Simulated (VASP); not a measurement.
# CdS (F-43m) in VASP: single point with PBE

Aim: the single point of CdS with PBE.

Everything below comes from runs of VASP 6.6.1. Logs are shortened: lines on timing, memory, paths and dates and some standing lists are left out, and cuts for length are marked.

## (1) The cell of the first run

Symmetry: F-43m, No. 216, cubic system. Conventional cell: a = 5.833 Å, b = 5.833 Å, c = 5.833 Å, α = 90.00°, β = 90.00°, γ = 90.00°. Within 3.3 Å of Cd (site symmetry -43m) lie 4 S at 2.53 Å. Within 3.3 Å of S (site symmetry -43m) lie 4 Cd at 2.53 Å.

## (2) Single point, PBE

Input file POSCAR:

```
CdS
1.0
    0.0000000000      2.9165000000      2.9165000000
    2.9165000000      0.0000000000      2.9165000000
    2.9165000000      2.9165000000      0.0000000000
Cd S
1 1
Direct
    0.0000000000      0.0000000000      0.0000000000
    0.2500000000      0.2500000000      0.2500000000
```

Input file INCAR.step1:

```
  ALGO = Normal
  EDIFF = 1E-6
  ENCUT = 470
  GGA = PE
  GGA_COMPAT = False
  ISIF = 2
  ISMEAR = -1
  LASPH = True
  LCHARG = True
  LORBIT = 11
  LREAL = False
  LWAVE = False
  NBANDS = 20
  NEDOS = 2001
  NELM = 120
  PREC = Accurate
  SIGMA = 0.1
```

Input file KPOINTS.step1:

```
k-points
0
Gamma
  6 6 6
```

Input file INCAR.step2:

```
  ALGO = Normal
  EDIFF = 1E-6
  ENCUT = 470
  GGA = PE
  GGA_COMPAT = False
  ICHARG = 11
  ISIF = 2
  ISMEAR = -5
  LASPH = True
  LCHARG = False
  LORBIT = 11
  LREAL = False
  LWAVE = False
  NEDOS = 2001
  NELM = 120
  PREC = Accurate
  SIGMA = 0.1
```

Input file KPOINTS.step2:

```
k-points
0
Gamma
  9 9 9
```

Potentials or basis: VASP PAW PBE potentials, release 64 (Cd_sv_GW, S).

Run with:

```console
> cat potpaw_PBE.64/Cd_sv_GW/POTCAR potpaw_PBE.64/S/POTCAR > POTCAR
> cp INCAR.step1 INCAR
> cp KPOINTS.step1 KPOINTS
> mpirun -np 1 vasp_std > vasp.out
> cp INCAR.step2 INCAR
> cp KPOINTS.step2 KPOINTS
> mpirun -np 1 vasp_std > vasp.out
```

OUTCAR:

```text
EDIFF = 1E-6
   ENCUT = 470
   GGA = PE
   ICHARG = 11
   ISIF = 2
   ISMEAR = -5
   LASPH = True
   LORBIT = 11
   LREAL = False
   NELM = 120
   PREC = Accurate

 ion  position               nearest neighbor table
   1  0.000  0.000  0.000-   2 2.53   2 2.53   2 2.53   2 2.53
   2  0.250  0.250  0.250-   1 2.53   1 2.53   1 2.53   1 2.53

  LATTYP: Found a face centered cubic cell.
 ALAT       =     5.8330000000

  Lattice vectors:

 A1 = (   0.0000000000,   2.9165000000,   2.9165000000)
 A2 = (   2.9165000000,   0.0000000000,   2.9165000000)
 A3 = (   2.9165000000,   2.9165000000,   0.0000000000)

Analysis of symmetry for initial positions (statically):
=====================================================================
 Subroutine PRICEL returns:
 Original cell was already a primitive cell.

 Routine SETGRP: Setting up the symmetry group for a
 face centered cubic supercell.

 Subroutine GETGRP returns: Found 24 space group operations
 (whereof 24 operations were pure point group operations)
 out of a pool of 48 trial point group operations.

The static configuration has the point symmetry T_d .

Analysis of symmetry for dynamics (positions and initial velocities):
=====================================================================
 Subroutine PRICEL returns:
 Original cell was already a primitive cell.

 Routine SETGRP: Setting up the symmetry group for a
 face centered cubic supercell.

 Subroutine GETGRP returns: Found 24 space group operations
 (whereof 24 operations were pure point group operations)
 out of a pool of 48 trial point group operations.

The dynamic configuration has the point symmetry T_d .

 Subroutine INISYM returns: Found 24 space group operations
 (whereof 24 operations are pure point group operations),
 and found     1 'primitive' translations

----------------------------------------------------------------------------------------

                                     Primitive cell

  volume of cell :      49.6153

  direct lattice vectors                    reciprocal lattice vectors
     0.000000000  2.916500000  2.916500000    -0.171438368  0.171438368  0.171438368
     2.916500000  0.000000000  2.916500000     0.171438368 -0.171438368  0.171438368
     2.916500000  2.916500000  0.000000000     0.171438368  0.171438368 -0.171438368

  length of vectors
     4.124553855  4.124553855  4.124553855     0.296939964  0.296939964  0.296939964

  position of ions in fractional coordinates (direct lattice)
     0.000000000  0.000000000  0.000000000
     0.250000000  0.250000000  0.250000000

  ion indices of the primitive-cell ions
   primitive index   ion index
                 1           1
                 2           2

----------------------------------------------------------------------------------------

 KPOINTS: k-points

Automatic generation of k-mesh.
 Grid dimensions read from file:
 generate k-points for:    9    9    9

 Generating k-lattice:

  Cartesian coordinates                     Fractional coordinates (reciprocal lattice)
    -0.019048708  0.019048708  0.019048708     0.111111111  0.000000000  0.000000000
     0.019048708 -0.019048708  0.019048708     0.000000000  0.111111111  0.000000000
     0.019048708  0.019048708 -0.019048708     0.000000000  0.000000000  0.111111111

  Length of vectors
     0.032993329  0.032993329  0.032993329

  Shift w.r.t. Gamma in fractional coordinates (k-lattice)
     0.000000000  0.000000000  0.000000000

 TETIRR: Found    115 inequivalent tetrahedra from     4374

 Subroutine IBZKPT returns following result:
 ===========================================

 Found     35 irreducible k-points:

 Following reciprocal coordinates:
            Coordinates               Weight
  0.000000  0.000000  0.000000      1.000000
  0.111111  0.000000  0.000000      8.000000
  0.222222  0.000000  0.000000      8.000000
  0.333333  0.000000  0.000000      8.000000
  0.444444  0.000000  0.000000      8.000000
  0.111111  0.111111  0.000000      6.000000
[... 16 lines left out ...]
 -0.333333  0.333333  0.000000     12.000000
  0.444444  0.444444  0.000000      6.000000
 [... further k-points ...]
   k-points           NKPTS =     35   k-points in BZ     NKDIM =     35   number of bands    NBANDS=     17
   number of dos      NEDOS =   2001   number of ions     NIONS =      2
   total plane-waves  NPLWV =  27000
   dimension x,y,z NGX =    30 NGY =   30 NGZ =   30
   dimension x,y,z NGXF=    60 NGYF=   60 NGZF=   60
   ions per type =               1   1
   NGX,Y,Z   is equivalent  to a cutoff of  12.09, 12.09, 12.09 a.u.
   NGXF,Y,Z  is equivalent  to a cutoff of  24.18, 24.18, 24.18 a.u.
 SYSTEM =  unknown system
   PREC   = accura    normal or accurate (medium, high low for compatibility)
   ISTART =      0    job   : 0-new  1-cont  2-samecut
   ICHARG =     11    charge: 1-file 2-atom 10-const
   ISPIN  =      1    spin polarized calculation?
   LNONCOLLINEAR =      F non collinear calculations
   LSORBIT =      F    spin-orbit coupling
   LASPH  =      T    aspherical Exc in radial PAW
   ENCUT  =  470.0 eV  34.54 Ry    5.88 a.u.   7.29  7.29  7.29*2*pi/ulx,y,z
   NELM   =    120;   NELMIN=  2; NELMDL=  0     # of ELM steps
   EDIFF  = 0.1E-05   stopping-criterion for ELM
   LREAL  =      F    real-space projection
[... 7 lines left out ...]
   TEBEG  =    0.0;   TEEND  =   0.0 temperature during run
   PSTRESS=    0.0 pullay stress
   NELECT =      26.0000    total number of electrons
   NUPDOWN=      -1.0000    fix difference up-down
   EMIN   =  10.00;   EMAX   =-10.00  energy-range for DOS
   EFERMI =   0.00;   METHOD = LEGACY
   ISMEAR =    -5;   SIGMA  =   0.10  broadening in eV -4-tet -1-fermi 0-gaus
   EFERMI_NEDOS =   21; number of points for ismear=-14 and -15
   IALGO  =     38    algorithm
   IMIX   =      4    mixing-type and parameters
     AMIX     =   0.40;   BMIX     =  1.00
     AMIX_MAG =   1.60;   BMIX_MAG =  1.00
  volume/ion in A,a.u.               =      24.81       167.41
  Fermi-wavevector in a.u.,A,eV,Ry     =   1.319858  2.494170 23.701701  1.742026
  Thomas-Fermi vector in A             =   2.449726
   LORBIT       =     11    0 simple, 1 ext, 2 COOP (PROOUT), +10 PAW based schemes
   GGA     = PE    functional components
   LHFCALC =     F    Hartree Fock is set to
   AEXX    =    0.0000 exact exchange contribution
   IVDW    =     0    specifies the selected vdW correction
   LEPSILON=     F    determine dielectric tensor
   LRPA    =     F    only Hartree local field effects (RPA)
 non-spin polarized calculation
 Fermi weights with tetrahedron method with Bloechl corrections
  energy-cutoff  :      470.00
  volume of cell :       49.62
 maximum number of plane-waves:      1158
 NGX is ok and might be reduce to    30

 number of electron      25.9999991 magnetization

 Free energy of the ion-electron system (eV)
  ---------------------------------------------------
  ext. energy  EPLUGINS =         0.00000000
  ---------------------------------------------------
  free energy    TOTEN  =        -6.19309976 eV

  energy without entropy =       -6.19309976  energy(sigma->0) =       -6.19309976

 E-fermi :   2.8859     XC(G=0):  -9.2607

 val. band max:        2.8589678989   @ k =   0.0000   0.0000   0.0000
 cond. band min:       4.0003542780   @ k =   0.0000   0.0000   0.0000
 fundamental gap:      1.1413863791
 Fermi energy:         2.8858597957

 k-point     1 :       0.0000    0.0000    0.0000
  band No.  band energies     occupation
      1     -98.4549      2.00000
      2     -59.5308      2.00000
      3     -59.5308      2.00000
      4     -59.5308      2.00000
      5      -9.5061      2.00000
      6      -4.8662      2.00000
[... 9 lines left out ...]
     16       9.4122      0.00000
     17       9.4122      0.00000

 k-point     2 :       0.1111    0.0000    0.0000
  band No.  band energies     occupation
      1     -98.4552      2.00000
      2     -59.5312      2.00000
      3     -59.5312      2.00000
      4     -59.5312      2.00000
      5      -9.4562      2.00000
      6      -4.8484      2.00000
[... 9 lines left out ...]
     16       9.5733      0.00000
     17       9.5733      0.00000

 k-point     3 :       0.2222    0.0000    0.0000
  band No.  band energies     occupation
      1     -98.4553      2.00000
      2     -59.5316      2.00000
      3     -59.5316      2.00000
      4     -59.5308      2.00000
      5      -9.3292      2.00000
      6      -4.8066      2.00000
[... 9 lines left out ...]
     16       9.8676      0.00000
     17       9.8676      0.00000

 k-point     4 :       0.3333    0.0000    0.0000
  band No.  band energies     occupation
      1     -98.4552      2.00000
      2     -59.5313      2.00000
      3     -59.5313      2.00000
      4     -59.5310      2.00000
      5      -9.1844      2.00000
      6      -4.7672      2.00000
[... 9 lines left out ...]
     16       9.9555      0.00000
     17       9.9555      0.00000
[... 343 lines left out ...]
      1     -98.4552      2.00000
      2     -59.5315      2.00000
      3     -59.5312      2.00000
      4     -59.5310      2.00000
      5      -8.9658      2.00000
      6      -4.6659      2.00000
[... 9 lines left out ...]
     16      11.1181      0.00000
     17      11.9489      0.00000

 k-point    23 :      -0.3333    0.3333    0.0000
  band No.  band energies     occupation
      1     -98.4551      2.00000
      2     -59.5313      2.00000
      3     -59.5312      2.00000
      4     -59.5308      2.00000
      5      -8.9797      2.00000
      6      -4.6848      2.00000
[... 9 lines left out ...]
     16      10.8172      0.00000
     17      11.3413      0.00000

 k-point    24 :       0.4444    0.4444    0.0000
  band No.  band energies     occupation
      1     -98.4553      2.00000
      2     -59.5315      2.00000
      3     -59.5315      2.00000
      4     -59.5314      2.00000
      5      -8.9616      2.00000
      6      -4.6484      2.00000
[... 9 lines left out ...]
     16      11.8990      0.00000
     17      13.3405      0.00000

 [... further k-points ...]

------------------------ aborting loop because EDIFF is reached ----------------------------------------

  FORCE on cell =-STRESS in cart. coord.  units (eV):
  Direction    XX          YY          ZZ          XY          YZ          ZX
  --------------------------------------------------------------------------------------
  -------------------------------------------------------------------------------------
  Total        0.4487927      0.4487927      0.4487927      0.0000000     -0.0000000      0.0000000
  in kB       14.4924041     14.4924041     14.4924041      0.0000000     -0.0000000      0.0000000
  external PRESSURE =      14.4924041 kB  Pullay stress =       0.0000000 kB

 VOLUME and BASIS-vectors are now :
 -----------------------------------------------------------------------------
  energy-cutoff  :      470.00
  volume of cell :       49.62
      direct lattice vectors                 reciprocal lattice vectors
     0.000000000  2.916500000  2.916500000    -0.171438368  0.171438368  0.171438368
     2.916500000  0.000000000  2.916500000     0.171438368 -0.171438368  0.171438368
     2.916500000  2.916500000  0.000000000     0.171438368  0.171438368 -0.171438368

 POSITION                                       TOTAL-FORCE (eV/Angst)
 -----------------------------------------------------------------------------------
      0.00000      0.00000      0.00000         0.000000      0.000000     -0.000000
      1.45825      1.45825      1.45825        -0.000000     -0.000000      0.000000
 -----------------------------------------------------------------------------------
    total drift:                               -0.000000     -0.000000      0.000000

  FREE ENERGIE OF THE ION-ELECTRON SYSTEM (eV)
  ---------------------------------------------------
  free  energy   TOTEN  =        -6.1930997602 eV

  energy  without entropy=       -6.1930997602  energy(sigma->0) =       -6.19309976

 total charge

# of ion       s       p       d       f       tot
--------------------------------------------------
    1        2.271   6.222   9.199   0.007  17.700
    2        1.323   2.403   0.000   0.000   3.726
--------------------------------------------------
tot          3.594   8.625   9.199   0.007  21.426
```

Run time: 42 s. Hardware: 1 thread of Intel Xeon Platinum 8259CL at 2.50GHz (Skylake/Cascade Lake), shared host; peak memory 0.18 GiB.

What came out:

```
Valence electrons inside the program's atomic spheres : Cd 17.70; S 3.73
```
